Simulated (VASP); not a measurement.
NbC: single point with PBE+D3(BJ)

Crystal: NbC.

```
Nb C
1.0
     0.00000    2.21270    2.21270
     2.21270    0.00000    2.21270
     2.21270    2.21270    0.00000
Nb C
1 1
Direct
  0.00000 0.00000 0.00000
  0.50000 0.50000 0.50000
```

This cell differs from its parent crystal: volume scaled by 0.98.

```yaml
Program: VASP 6.6.1
Task: single point
Functional: PBE
Dispersion: D3(BJ)
Potentials_or_basis: VASP PAW PBE potentials, release 64 (Nb_sv, C)
Cutoff: 600 eV
k_mesh: 10 × 10 × 10
Occupations: gaussian, width 0.05 eV
Spin: no spin polarisation
```

```
Pressure                   : 4.5 GPa
Dispersion energy per atom : -0.505 eV
```

Levels at points of the mesh, in eV from the Fermi level:
```tsv
k point	band 5	band 6	band 7	band 8	band 9	band 10	band 11	band 12	band 13	band 14
(0.00, 0.00, 0.00)	-13.47	-1.23	-1.23	-1.23	-0.11	-0.11	-0.11	0.51	0.51	8.11
(0.50, 0.00, 0.00)	-9.64	-7.61	-5.14	-5.14	2.38	2.38	3.86	6.00	9.39	9.39
(0.50, 0.50, 0.00)	-12.16	-4.21	-3.72	-1.18	-1.18	2.22	3.53	3.53	6.96	10.53
```

Run time: 13 s on 1 thread of AMD EPYC 9R45 96-Core Processor (Zen 5), on a shared host, peak memory 0.14 GiB.

Caveat: three body term missing; pairwise dispersion overbinds metals, which lowers pressure and volume.
